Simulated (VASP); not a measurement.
Write the native input for VASP 6.6.1 that does the following.

* Task: single point
* Functional: r2SCAN
* Potentials or basis: VASP PAW PBE potentials, release 64 (Pb_d, S)
* Cutoff: 520 eV
* k mesh: 6 × 6 × 6
* Occupations: fermi-dirac, width 0.02 eV
* Spin: collinear spin, zero start
* Starting moments: [0.0, 0.0] μB
* Dipole correction: no
* Further INCAR settings: ALGO = Normal; EDIFF = 1e-06; NBANDS = 21

PbS:

```
Pb S
1.0
     3.63513    0.00000    0.00000
     0.00000    3.63513    0.00000
     0.00000    0.00000    3.63513
Pb S
1 1
Cartesian
  0.0000 0.0000 0.0000
  1.8176 1.8176 1.8176
```

The input as run:

POSCAR

```
PbS
1.0
    3.6351320118      0.0000000000      0.0000000000
    0.0000000000      3.6351320118      0.0000000000
    0.0000000000      0.0000000000      3.6351320118
Pb S
1 1
Direct
    0.0000000000      0.0000000000      0.0000000000
    0.5000000000      0.5000000000      0.5000000000
```

INCAR.step1

```
PREC = Accurate ; ENCUT = 520
ISMEAR = -1 ; SIGMA = 0.02
LREAL = False ; LASPH = True
NELM = 150 ; ISPIN = 2
MAGMOM = 0 0 ; NBANDS = 21
GGA = PE ; ALGO = Normal
EDIFF = 1E-4 ; LWAVE = True
LCHARG = False
```

INCAR.step2

```
PREC = Accurate ; ENCUT = 520
EDIFF = 1E-6 ; ISMEAR = -1
SIGMA = 0.02 ; LREAL = False
LASPH = True ; NELM = 150
ALGO = Normal ; ISIF = 2
LWAVE = False ; LCHARG = False
ISPIN = 2 ; MAGMOM = 0 0
LORBIT = 11 ; METAGGA = R2SCAN
LMIXTAU = True ; NBANDS = 21
ISTART = 1
```

KPOINTS

```
Automatic mesh
0
Gamma
  6 6 6
```

Potentials or basis: VASP PAW PBE potentials, release 64 (Pb_d, S).

Launch:

```bash
$ cat potpaw_PBE.64/Pb_d/POTCAR potpaw_PBE.64/S/POTCAR > POTCAR
$ cp INCAR.step1 INCAR
$ mpirun -np 1 vasp_std > vasp.out
$ cp INCAR.step2 INCAR
$ mpirun -np 1 vasp_std > vasp.out
```

Results of the run:

| Property | Result |
| --- | --- |
| Pressure | 0.0 GPa |
| Band gap on the k mesh | zero (filled and empty bands overlap) |
| Net moment | 0.00 μB per cell |
| Valence electrons inside the program's atomic spheres | Pb 11.77; S 3.69 |

Caveat: the structure was generated, so it needn't be the stable form of PbS; semilocal functionals underestimate gaps, and a narrow one can read as zero; the PAW data sets were made with another functional, which shifts forces and pressure a little; spin-orbit coupling is left out, which moves the levels of the heavy elements.

Run time: 68 s on 1 thread of Intel(R) Xeon(R) Platinum 8488C (Sapphire Rapids) (shared host), peak memory 0.19 GiB.
